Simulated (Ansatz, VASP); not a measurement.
## One calculation of AlN, two programs

```
CELL_PARAMETERS angstrom
-1.63784 2.83682 0.00000
0.00000 0.00000 4.10063
4.91352 2.83682 0.00000
ATOMIC_POSITIONS crystal
Al 0.60713 0.75000 0.27809
Al 0.00000 0.75000 0.66667
Al 0.00000 0.25000 0.33333
Al 0.50000 0.25000 0.83333
N 0.50000 0.25000 0.16667
N 0.00000 0.25000 0.66667
N 0.00000 0.75000 0.33333
N 0.50000 0.75000 0.83333
```

Alike in both runs: task single point; functional LDA; k mesh 8 × 6 × 4; occupations gaussian, width 0.05 eV; no spin polarisation.

|  | VASP | Ansatz |
| --- | --- | --- |
| version | VASP 6.6.1 | Ansatz 0.2.0 |
| potentials or method | VASP PAW LDA potentials, release 64 (Al, N), cutoff 520 eV | scalar-relativistic, plane waves, PAW |
| valence electrons in the cell | 32 | 32 |

VASP gave:

```
gap on the k mesh at the Fermi level (eV) : 2.40
least direct gap on the mesh (eV)         : 2.40
rms of the force components (eV/Å)        : 9.928
```

Problem. What did Ansatz give for the same quantities?

Solution. gap on the k mesh at the Fermi level (eV): 2.41; least direct gap on the mesh (eV): 2.41; rms of the force components (eV/Å): 10.007.

Ansatz warns that its potentials were made for another functional, while VASP's fit it. LDA's correlation is that of Perdew and Zunger in VASP and of Perdew and Wang (1992) in Ansatz. Atom by atom the forces differ by 0.081 eV/Å (rms over components).
